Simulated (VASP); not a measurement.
Write the native input for VASP 6.6.1 that does the following.

| Quantity | Value |
| --- | --- |
| Task | single point |
| Functional | r2SCAN |
| Potentials or basis | VASP PAW PBE potentials, release 64 (Ba_sv, S) |
| Cutoff | 520 eV |
| k mesh | 8 × 8 × 8 |
| Occupations | gaussian, width 0.01 eV |
| Spin | no spin polarisation |
| Dipole correction | no |
| Further INCAR settings | ALGO = Normal; EDIFF = 1e-06; NBANDS = 15 |

The system is BaS.

```xyz
2
Lattice="0.0000 3.0221 3.0221 3.0221 0.0000 3.0221 3.0221 3.0221 0.0000" Properties=species:S:1:pos:R:3 pbc="T T T"
Ba    0.0000    0.0000    0.0000
S     3.0221    3.0221    3.0221
```

This cell differs from its parent crystal: strain -5.9%.

One way to write it, as run:

POSCAR

```
BaS
1.0
    0.0000000000      3.0220860497      3.0220860497
    3.0220860497      0.0000000000      3.0220860497
    3.0220860497      3.0220860497      0.0000000000
Ba S
1 1
Direct
    0.0000000000      0.0000000000      0.0000000000
    0.5000000000      0.5000000000      0.5000000000
```

INCAR.step1

```
SYSTEM = BaS
  ALGO = Normal
  EDIFF = 1E-4
  ENCUT = 520
  GGA = PE
  ISMEAR = 0
  LASPH = .True.
  LCHARG = .False.
  LREAL = .False.
  LWAVE = .True.
  NBANDS = 15
  NELM = 100
  PREC = Accurate
  SIGMA = 0.01
```

INCAR.step2

```
SYSTEM = BaS
  ALGO = Normal
  EDIFF = 1E-6
  ENCUT = 520
  ISIF = 2
  ISMEAR = 0
  ISTART = 1
  LASPH = .True.
  LCHARG = .False.
  LMIXTAU = .True.
  LREAL = .False.
  LWAVE = .False.
  METAGGA = R2SCAN
  NBANDS = 15
  NELM = 100
  PREC = Accurate
  SIGMA = 0.01
```

KPOINTS

```
k-points
0
Gamma
  8 8 8
  0 0 0
```

Potentials or basis: VASP PAW PBE potentials, release 64 (Ba_sv, S).

Run with:

```console
$ cat potpaw_PBE.64/Ba_sv/POTCAR potpaw_PBE.64/S/POTCAR > POTCAR
$ cp INCAR.step1 INCAR
$ mpirun -np 1 vasp_std > vasp.out
$ cp INCAR.step2 INCAR
$ mpirun -np 1 vasp_std > vasp.out
```

Results of the run:

* Pressure: 13.4 GPa
* Band gap on the k mesh: 2.09 eV, direct

Caveat: the cell differs from its parent crystal (strain -5.9%); the PAW data sets were made with another functional, which shifts forces and pressure a little; spin-orbit coupling is left out, which moves the levels of the heavy elements.

Wall time 99 s on 1 thread of Intel Xeon 8259CL, with other jobs on the host, peak memory 0.2 GiB.
